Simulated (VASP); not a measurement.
# V3MoSe8 (P-3m1) in VASP: single point with PBE

Aim: the single point of V3MoSe8 with PBE.

All numbers are computed with VASP 6.6.1; they aren't measurements. Logs are shortened: lines on timing, memory, paths and dates and some standing lists are left out, and cuts for length are marked.

## 1. The cell of the first run

Symmetry: P-3m1, No. 164, trigonal system. The conventional cell has a = 3.326 Å, b = 3.326 Å, c = 27.866 Å, α = 90.00°, β = 90.00°, γ = 120.00°. V (site symmetry 3m) has 6 Se at 2.49 Å and 6 V at 3.33 Å within 3.4 Å. Within 3.4 Å of V (site symmetry -3m) lie 6 Se at 2.49 Å and 6 V at 3.33 Å. Within 3.4 Å of Mo (site symmetry -3m) lie 6 Se at 2.56 Å and 6 Mo at 3.33 Å. Within 3.4 Å of Se (site symmetry 3m) lie 3 V at 2.49 Å and 6 Se at 3.33 Å. Within 3.4 Å of Se (site symmetry 3m) lie 3 V at 2.49 Å and 6 Se at 3.33 Å. Within 3.4 Å of Se (site symmetry 3m) lie 3 V at 2.49 Å and 6 Se at 3.33 Å. Within 3.4 Å of Se (site symmetry 3m) lie 3 Mo at 2.56 Å and 6 Se at 3.33 Å.

## 2. Single point, PBE, collinear spin, ferromagnetic start

Input file INCAR:

```
SYSTEM = V3MoSe8
  PREC = Accurate
  ENCUT = 520
  EDIFF = 1E-7
  ISMEAR = 0
  SIGMA = 0.1
  LREAL = .FALSE.
  LASPH = .TRUE.
  NELM = 150
  ALGO = Normal
  ISIF = 2
  LWAVE = .FALSE.
  LCHARG = .FALSE.
  ISPIN = 2
  MAGMOM = 2 2 2 1 0 0 0 0 0 0 0 0
  LORBIT = 11
  LMAXMIX = 4
  GGA = PE
  NBANDS = 66
```

Input file KPOINTS:

```
Automatic mesh
0
G
  6 6 1
  0 0 0
```

Input file POSCAR:

```
V3MoSe8
1.0
    3.3261276029      0.0000000027      0.0000000000
   -1.6630638038      2.8805109990      0.0000000000
    0.0000000000      0.0000000000     27.8662794733
V Mo Se
3 1 8
Direct
    0.0000000000      0.0000000000      0.7527900162
    0.0000000000      0.0000000000      0.0000000000
    0.0000000000      0.0000000000      0.2472099838
    0.0000000000      0.0000000000      0.5000000000
    0.3333333333      0.6666666667      0.8095938711
    0.3333333333      0.6666666667      0.0568034287
    0.3333333333      0.6666666667      0.3040260391
    0.3333333333      0.6666666667      0.5610202493
    0.6666666667      0.3333333333      0.9431965713
    0.6666666667      0.3333333333      0.1904061289
    0.6666666667      0.3333333333      0.4389797507
    0.6666666667      0.3333333333      0.6959739609
```

Potentials or basis: VASP PAW PBE potentials, release 64 (V_sv, Mo_sv, Se).

Launch:

```sh
cat potpaw_PBE.64/V_sv/POTCAR potpaw_PBE.64/Mo_sv/POTCAR potpaw_PBE.64/Se/POTCAR > POTCAR
mpirun -np 1 vasp_std > vasp.out
```

OUTCAR:

```text
SYSTEM = V3MoSe8
   PREC = Accurate
   ENCUT = 520
   EDIFF = 1E-7
   ISMEAR = 0
   LREAL = .FALSE.
   LASPH = .TRUE.
   NELM = 150
   ISIF = 2
   ISPIN = 2
   LORBIT = 11
   GGA = PE

 ion  position               nearest neighbor table
   1  0.000  0.000  0.753-   5 2.49   5 2.49   5 2.49  12 2.49  12 2.49  12 2.49
   2  0.000  0.000  0.000-   6 2.49   9 2.49   9 2.49   6 2.49   9 2.49   6 2.49
   3  0.000  0.000  0.247-  10 2.49  10 2.49  10 2.49   7 2.49   7 2.49   7 2.49
   4  0.000  0.000  0.500-   8 2.56  11 2.56  11 2.56   8 2.56  11 2.56   8 2.56
   5  0.333  0.667  0.810-   1 2.49   1 2.49   1 2.49
   6  0.333  0.667  0.057-   2 2.49   2 2.49   2 2.49
   7  0.333  0.667  0.304-   3 2.49   3 2.49   3 2.49
   8  0.333  0.667  0.561-   4 2.56   4 2.56   4 2.56
   9  0.667  0.333  0.943-   2 2.49   2 2.49   2 2.49
  10  0.667  0.333  0.190-   3 2.49   3 2.49   3 2.49
  11  0.667  0.333  0.439-   4 2.56   4 2.56   4 2.56
  12  0.667  0.333  0.696-   1 2.49   1 2.49   1 2.49

  LATTYP: Found a hexagonal cell.
 ALAT       =     3.3261276029
 C/A-ratio  =     8.3779947134

  Lattice vectors:

 A1 = (   3.3261276029,   0.0000000027,   0.0000000000)
 A2 = (  -1.6630638038,   2.8805109990,   0.0000000000)
 A3 = (   0.0000000000,   0.0000000000,  27.8662794733)

Analysis of symmetry for initial positions (statically):
=====================================================================
 Subroutine PRICEL returns:
 Original cell was already a primitive cell.

 Routine SETGRP: Setting up the symmetry group for a
 hexagonal supercell.

 Subroutine GETGRP returns: Found 12 space group operations
 (whereof 12 operations were pure point group operations)
 out of a pool of 24 trial point group operations.

The static configuration has the point symmetry D_3d.

Analysis of symmetry for dynamics (positions and initial velocities):
=====================================================================
 Subroutine PRICEL returns:
 Original cell was already a primitive cell.

 Routine SETGRP: Setting up the symmetry group for a
 hexagonal supercell.

 Subroutine GETGRP returns: Found 12 space group operations
 (whereof 12 operations were pure point group operations)
 out of a pool of 24 trial point group operations.

The dynamic configuration has the point symmetry D_3d.

Analysis of structural, dynamic, and magnetic symmetry:
=====================================================================
 Subroutine PRICEL returns:
 Original cell was already a primitive cell.

 Routine SETGRP: Setting up the symmetry group for a
 hexagonal supercell.

 Subroutine GETGRP returns: Found 12 space group operations
 (whereof 12 operations were pure point group operations)
 out of a pool of 24 trial point group operations.

The overall configuration has the point symmetry D_3d.

 Subroutine INISYM returns: Found 12 space group operations
 (whereof 12 operations are pure point group operations),
 and found     1 'primitive' translations

----------------------------------------------------------------------------------------

                                     Primitive cell

  volume of cell :     266.9854

  direct lattice vectors                    reciprocal lattice vectors
     3.326127603  0.000000003  0.000000000     0.300649921  0.173580313  0.000000000
    -1.663063804  2.880510999  0.000000000    -0.000000000  0.347160625  0.000000000
     0.000000000  0.000000000 27.866279473     0.000000000  0.000000000  0.035885666

  length of vectors
     3.326127603  3.326127603 27.866279473     0.347160625  0.347160625  0.035885666

  position of ions in fractional coordinates (direct lattice)
     0.000000000  0.000000000  0.752790016
     0.000000000  0.000000000  0.000000000
     0.000000000  0.000000000  0.247209984
     0.000000000  0.000000000  0.500000000
     0.333333333  0.666666667  0.809593871
     0.333333333  0.666666667  0.056803429
     0.333333333  0.666666667  0.304026039
     0.333333333  0.666666667  0.561020249
     0.666666667  0.333333333  0.943196571
     0.666666667  0.333333333  0.190406129
     0.666666667  0.333333333  0.438979751
     0.666666667  0.333333333  0.695973961

  ion indices of the primitive-cell ions
   primitive index   ion index
                 1           1
                 2           2
                 3           3
                 4           4
                 5           5
                 6           6
                 7           7
                 8           8
                 9           9
                10          10
                11          11
                12          12

----------------------------------------------------------------------------------------

 KPOINTS: Automatic mesh

Automatic generation of k-mesh.
 Grid dimensions read from file:
 generate k-points for:    6    6    1

 Generating k-lattice:

  Cartesian coordinates                     Fractional coordinates (reciprocal lattice)
     0.050108320  0.028930052  0.000000000     0.166666667  0.000000000  0.000000000
    -0.000000000  0.057860104  0.000000000     0.000000000  0.166666667  0.000000000
     0.000000000  0.000000000  0.035885666     0.000000000  0.000000000  1.000000000

  Length of vectors
     0.057860104  0.057860104  0.035885666

  Shift w.r.t. Gamma in fractional coordinates (k-lattice)
     0.000000000  0.000000000  0.000000000

 Subroutine IBZKPT returns following result:
 ===========================================

 Found      7 irreducible k-points:

 Following reciprocal coordinates:
            Coordinates               Weight
  0.000000  0.000000  0.000000      1.000000
  0.166667  0.000000  0.000000      6.000000
  0.333333  0.000000  0.000000      6.000000
  0.500000  0.000000  0.000000      3.000000
  0.166667  0.166667  0.000000      6.000000
  0.333333  0.166667  0.000000     12.000000
  0.333333  0.333333  0.000000      2.000000
   k-points           NKPTS =      7   k-points in BZ     NKDIM =      7   number of bands    NBANDS=     66
   number of dos      NEDOS =    301   number of ions     NIONS =     12
   total plane-waves  NPLWV = 164640
   dimension x,y,z NGX =    28 NGY =   28 NGZ =  210
   dimension x,y,z NGXF=    56 NGYF=   56 NGZF=  420
   ions per type =               3   1   8
   NGX,Y,Z   is equivalent  to a cutoff of  13.99, 13.99, 12.53 a.u.
   NGXF,Y,Z  is equivalent  to a cutoff of  27.99, 27.99, 25.06 a.u.
 SYSTEM =  V3MoSe8
   PREC   = accura    normal or accurate (medium, high low for compatibility)
   ISTART =      0    job   : 0-new  1-cont  2-samecut
   ICHARG =      2    charge: 1-file 2-atom 10-const
   ISPIN  =      2    spin polarized calculation?
   LNONCOLLINEAR =      F non collinear calculations
   LSORBIT =      F    spin-orbit coupling
   LASPH  =      T    aspherical Exc in radial PAW
   ENCUT  =  520.0 eV  38.22 Ry    6.18 a.u.   6.18  6.18 51.81*2*pi/ulx,y,z
   NELM   =    150;   NELMIN=  2; NELMDL= -5     # of ELM steps
   EDIFF  = 0.1E-06   stopping-criterion for ELM
   LREAL  =      F    real-space projection
   EDIFFG = 0.1E-05   stopping-criterion for IOM
   NSW    =      0    number of steps for IOM
   IBRION =     -1    ionic relax: 0-MD 1-quasi-New 2-CG
   NFREE  =      0    steps in history (QN), initial steepest desc. (CG)
   ISIF   =      2    stress and relaxation
   ISYM   =      2    0-nonsym 1-usesym 2-fastsym
   POTIM  = 0.5000    time-step for ionic-motion
   TEBEG  =    0.0;   TEEND  =   0.0 temperature during run
   PSTRESS=    0.0 pullay stress
   NELECT =     101.0000    total number of electrons
   NUPDOWN=      -1.0000    fix difference up-down
   EMIN   =  10.00;   EMAX   =-10.00  energy-range for DOS
   EFERMI =   0.00;   METHOD = LEGACY
   ISMEAR =     0;   SIGMA  =   0.10  broadening in eV -4-tet -1-fermi 0-gaus
   EFERMI_NEDOS =   21; number of points for ismear=-14 and -15
   IALGO  =     38    algorithm
   IMIX   =      4    mixing-type and parameters
     AMIX     =   0.40;   BMIX     =  1.00
     AMIX_MAG =   1.60;   BMIX_MAG =  1.00
  volume/ion in A,a.u.               =      22.25       150.14
  Fermi-wavevector in a.u.,A,eV,Ry     =   1.184003  2.237441 19.073506  1.401863
  Thomas-Fermi vector in A             =   2.320226
   LORBIT       =     11    0 simple, 1 ext, 2 COOP (PROOUT), +10 PAW based schemes
   GGA     = PE    functional components
   LHFCALC =     F    Hartree Fock is set to
   AEXX    =    0.0000 exact exchange contribution
   IVDW    =     0    specifies the selected vdW correction
   LEPSILON=     F    determine dielectric tensor
   LRPA    =     F    only Hartree local field effects (RPA)
 spin polarized calculation
 Gauss-broadening in eV      SIGMA  =   0.10
  energy-cutoff  :      520.00
  volume of cell :      266.99
 maximum number of plane-waves:      7243
 NGX is ok and might be reduce to    28
   NGX = 13   NGY = 13   NGZ =103

 number of electron     101.0000009 magnetization       1.8187539

 Free energy of the ion-electron system (eV)
  ---------------------------------------------------
  ext. energy  EPLUGINS =         0.00000000
  ---------------------------------------------------
  free energy    TOTEN  =       -73.64307878 eV

  energy without entropy =      -73.61156321  energy(sigma->0) =      -73.62732099

 E-fermi :   4.7387     XC(G=0):  -9.7653

 val. band max:        4.7151046097   @ k =   0.3333   0.1667   0.0000
 cond. band min:       4.7705518121   @ k =   0.3333   0.1667   0.0000
 fundamental gap:      0.0554472024
 Fermi energy:         4.7387023408

 spin component 1

 k-point     1 :       0.0000    0.0000    0.0000
  band No.  band energies     occupation
      1     -60.2781      1.00000
      2     -60.2781      1.00000
      3     -60.2749      1.00000
      4     -56.9871      1.00000
      5     -34.1139      1.00000
      6     -34.1139      1.00000
[... 444 lines left out ...]
     61       6.8902      0.00000
     62       6.8902      0.00000
 Fermi energy:         4.7387023408

 spin component 2

 k-point     1 :       0.0000    0.0000    0.0000
  band No.  band energies     occupation
      1     -59.6322      1.00000
      2     -59.6248      1.00000
      3     -59.6248      1.00000
      4     -56.9879      1.00000
      5     -33.4936      1.00000
      6     -33.4936      1.00000
[... 444 lines left out ...]
     61       7.1342      0.00000
     62       7.1342      0.00000
 [bands above 62 left out]

------------------------ aborting loop because EDIFF is reached ----------------------------------------

  FORCE on cell =-STRESS in cart. coord.  units (eV):
  Direction    XX          YY          ZZ          XY          YZ          ZX
  --------------------------------------------------------------------------------------
  -------------------------------------------------------------------------------------
  Total        0.3716313      0.3716313      0.5108779     -0.0000000      0.0000000      0.0000000
  in kB        2.2301571      2.2301571      3.0657751     -0.0000000      0.0000000      0.0000000
  external PRESSURE =       2.5086964 kB  Pullay stress =       0.0000000 kB

 VOLUME and BASIS-vectors are now :
 -----------------------------------------------------------------------------
  energy-cutoff  :      520.00
  volume of cell :      266.99
      direct lattice vectors                 reciprocal lattice vectors
     3.326127603  0.000000003  0.000000000     0.300649921  0.173580313  0.000000000
    -1.663063804  2.880510999  0.000000000    -0.000000000  0.347160625  0.000000000
     0.000000000  0.000000000 27.866279473     0.000000000  0.000000000  0.035885666

 POSITION                                       TOTAL-FORCE (eV/Angst)
 -----------------------------------------------------------------------------------
      0.00000      0.00000     20.97746         0.000000      0.000000     -0.003179
      0.00000      0.00000      0.00000         0.000000      0.000000     -0.000000
      0.00000      0.00000      6.88882        -0.000000      0.000000      0.003179
      0.00000      0.00000     13.93314         0.000000      0.000000     -0.000000
     -0.00000      1.92034     22.56037        -0.000000      0.000000      0.028433
     -0.00000      1.92034      1.58290        -0.000000      0.000000      0.029060
     -0.00000      1.92034      8.47207        -0.000000     -0.000000      0.025523
     -0.00000      1.92034     15.63355         0.000000     -0.000000      0.032076
      1.66306      0.96017     26.28338        -0.000000      0.000000     -0.029060
      1.66306      0.96017      5.30591        -0.000000     -0.000000     -0.028433
      1.66306      0.96017     12.23273         0.000000      0.000000     -0.032076
      1.66306      0.96017     19.39420         0.000000      0.000000     -0.025523
 -----------------------------------------------------------------------------------
    total drift:                                0.000000      0.000000      0.000000

  FREE ENERGIE OF THE ION-ELECTRON SYSTEM (eV)
  ---------------------------------------------------
  free  energy   TOTEN  =       -73.6430787805 eV

  energy  without entropy=      -73.6115632057  energy(sigma->0) =      -73.62732099

 total charge

# of ion       s       p       d       tot
------------------------------------------
    1        2.238   6.213   3.029  11.480
    2        2.239   6.213   3.028  11.480
    3        2.238   6.213   3.029  11.480
    4        2.267   6.172   3.878  12.317
    5        1.481   2.317   0.049   3.847
    6        1.481   2.316   0.049   3.847
    7        1.480   2.321   0.049   3.850
    8        1.483   2.289   0.060   3.832
    9        1.481   2.316   0.049   3.847
   10        1.481   2.317   0.049   3.847
   11        1.483   2.289   0.060   3.832
   12        1.480   2.321   0.049   3.850
--------------------------------------------------
tot         20.833  43.296  13.377  77.506

 magnetization (x)

# of ion       s       p       d       tot
------------------------------------------
    1        0.008   0.005   0.638   0.651
    2        0.008   0.005   0.628   0.641
    3        0.008   0.005   0.638   0.651
    4        0.000  -0.000  -0.001  -0.001
    5       -0.001  -0.044   0.003  -0.042
    6       -0.001  -0.045   0.003  -0.043
    7       -0.002  -0.045   0.003  -0.043
    8        0.000  -0.002   0.000  -0.002
    9       -0.001  -0.045   0.003  -0.043
   10       -0.001  -0.044   0.003  -0.042
   11        0.000  -0.002   0.000  -0.002
   12       -0.002  -0.045   0.003  -0.043
--------------------------------------------------
tot          0.016  -0.257   1.923   1.682
```

Wall time 43 min (1 thread of Intel Xeon 8259CL, shared host); peak memory 0.65 GiB.

What came out:

| Quantity | Value |
| --- | --- |
| Free energy | -73.6431 eV |
| Pressure | 0.3 GPa |
| Largest force | 0.032 eV/Å |
| Net moment | 1.82 μB per cell |
| Site moments | V +0.65, +0.64 (each value once); Mo -0.00; Se -0.04, -0.00 (each value once) μB |
| Valence electrons inside the program's atomic spheres | V 11.48; Mo 12.32; Se 3.85, 3.83 (each value once) |

Forces on the atoms (eV/Å):
```
V    0.000  0.000 -0.003
V    0.000  0.000  0.000
V    0.000  0.000  0.003
Mo   0.000  0.000  0.000
Se   0.000  0.000  0.028
Se   0.000  0.000  0.029
Se   0.000  0.000  0.026
Se   0.000  0.000  0.032
Se   0.000  0.000 -0.029
Se   0.000  0.000 -0.028
Se   0.000  0.000 -0.032
Se   0.000  0.000 -0.026
```

Stress tensor (GPa, compression positive):
```
0.22 0.00 0.00
0.00 0.22 0.00
0.00 0.00 0.31
```

Levels at points of the mesh, in eV from the Fermi level:
Spin up:
| k point | band 50 | band 51 | band 52 | band 53 | band 54 | band 55 |
| --- | --- | --- | --- | --- | --- | --- |
| (0.00, 0.00, 0.00) | -0.36 | -0.19 | -0.06 | 0.29 | 0.29 | 0.91 |
| (0.50, 0.00, 0.00) | -0.95 | -0.94 | -0.90 | 0.50 | 0.50 | 0.51 |
Spin down:
| k point | band 45 | band 46 | band 47 | band 48 | band 49 | band 50 | band 51 | band 52 | band 53 | band 54 |
| --- | --- | --- | --- | --- | --- | --- | --- | --- | --- | --- |
| (0.00, 0.00, 0.00) | 0.26 | 0.26 | 0.27 | 0.27 | 0.27 | 0.27 | 0.29 | 0.29 | 0.43 | 0.57 |
| (0.50, 0.00, 0.00) | -2.02 | -1.28 | -0.99 | -0.97 | -0.93 | -0.53 | -0.46 | -0.41 | 0.78 | 1.17 |

Caveat: the k points lie up to 0.36 Å⁻¹ apart; this functional lacks dispersion, which binds the layers, so the pressure and a relaxed spacing across them are unreliable.
